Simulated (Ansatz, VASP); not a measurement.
# One calculation of FeO, two programs

```xyz
2
Lattice="-1.5914 1.5914 2.0694 1.5914 -1.5914 2.0694 1.5914 1.5914 -2.0694" Properties=species:S:1:pos:R:3 pbc="T T T"
Fe    0.0000    0.0000    0.0000
O     0.0000    0.0000    2.0694
```

Change from the starting cell: volume scaled by 0.98.

Alike in both runs: task single point; functional PBE; k mesh 12 × 12 × 12; occupations fermi-dirac, width 0.05 eV; collinear spin.

|  | VASP | Ansatz |
| --- | --- | --- |
| version | VASP 6.6.1 | Ansatz 0.2.0 |
| potentials or method | VASP PAW PBE potentials, release 64 (Fe, O), cutoff 520 eV | all-electron LAPW, scalar-relativistic |

Ansatz gave:

```
gap on the k mesh at the Fermi level (eV)                     : none
pressure (GPa)                                                : -5.8
traceless stress, the component that is largest in VASP (GPa) : 4.19
net moment per atom (μB)                                      : 2.00
size of the moment on the site where the two differ most (μB) : 3.59
```

Which values does VASP return?

gap on the k mesh at the Fermi level (eV): none; pressure (GPa): -5.6; traceless stress, the component that is largest in VASP (GPa): 4.50; net moment per atom (μB): 2.00; size of the moment on the site where the two differ most (μB): 3.61.

Site moments also hang on the region over which each program counts them. A gap of «none» marks a metal or a gap that the smearing closes. Ansatz ran all-electron here, and VASP with PAW potentials.
